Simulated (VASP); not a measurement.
A run of VASP 6.6.1:

Contents of POSCAR:

```
Ir
1.0
    3.9335188748      0.0000000000      0.0000000000
   -1.9667594375      3.4065272718      0.0000000000
    0.0000000000      0.0000000000      6.3286935119
Ir
4
Direct
    0.6666666667      0.3333333333      0.0608127489
    0.3333333333      0.6666666667      0.5608127489
    0.6666666667      0.3333333333      0.4391872511
    0.3333333333      0.6666666667      0.9391872511
```

The input INCAR.step1:

```
SYSTEM = Ir
PREC     = Accurate       ! precision mode
ENCUT    = 520            ! plane-wave cutoff, eV
ISMEAR   = 0              ! smearing method
SIGMA    = 0.1            ! smearing width, eV
LREAL    = .FALSE.        ! projectors in reciprocal space
LASPH    = .TRUE.         ! aspherical terms in the spheres
NELM     = 100            ! most SCF steps
NBANDS   = 26             ! bands
GGA      = PE             ! functional
ALGO     = Normal         ! electronic algorithm
EDIFF    = 1E-4           ! SCF threshold, eV
LWAVE    = .TRUE.         ! write WAVECAR
LCHARG   = .FALSE.        ! write CHGCAR
```

The input INCAR.step2:

```
SYSTEM = Ir
PREC     = Accurate       ! precision mode
ENCUT    = 520            ! plane-wave cutoff, eV
EDIFF    = 1E-6           ! SCF threshold, eV
ISMEAR   = 0              ! smearing method
SIGMA    = 0.1            ! smearing width, eV
LREAL    = .FALSE.        ! projectors in reciprocal space
LASPH    = .TRUE.         ! aspherical terms in the spheres
NELM     = 100            ! most SCF steps
ALGO     = Normal         ! electronic algorithm
ISIF     = 2              ! what is computed and relaxed
LWAVE    = .FALSE.        ! write WAVECAR
LCHARG   = .TRUE.         ! write CHGCAR
METAGGA  = R2SCAN         ! meta-GGA
LMIXTAU  = .TRUE.       
LELF     = .TRUE.         ! ELF
LVHAR    = .TRUE.       
NBANDS   = 26             ! bands
ISTART   = 1
```

File KPOINTS:

```
regular mesh
0
G
  12 12 8
  0 0 0
```

Potentials or basis: VASP PAW PBE potentials, release 64 (Ir).

The run is started by

```bash
$ cat potpaw_PBE.64/Ir/POTCAR > POTCAR
$ cp INCAR.step1 INCAR
$ mpirun -np 1 vasp_std > vasp.out
$ cp INCAR.step2 INCAR
$ mpirun -np 1 vasp_std > vasp.out
```

Hardware: 1 thread of Intel(R) Xeon(R) 6975P-C (Granite Rapids), with other jobs on the host.

Task: Estimate the wall time of this run.

Result: It took 6.7 min on 1 thread of Intel(R) Xeon(R) 6975P-C (Granite Rapids), on a shared host, peak memory 0.31 GiB. Counts: k points 95.
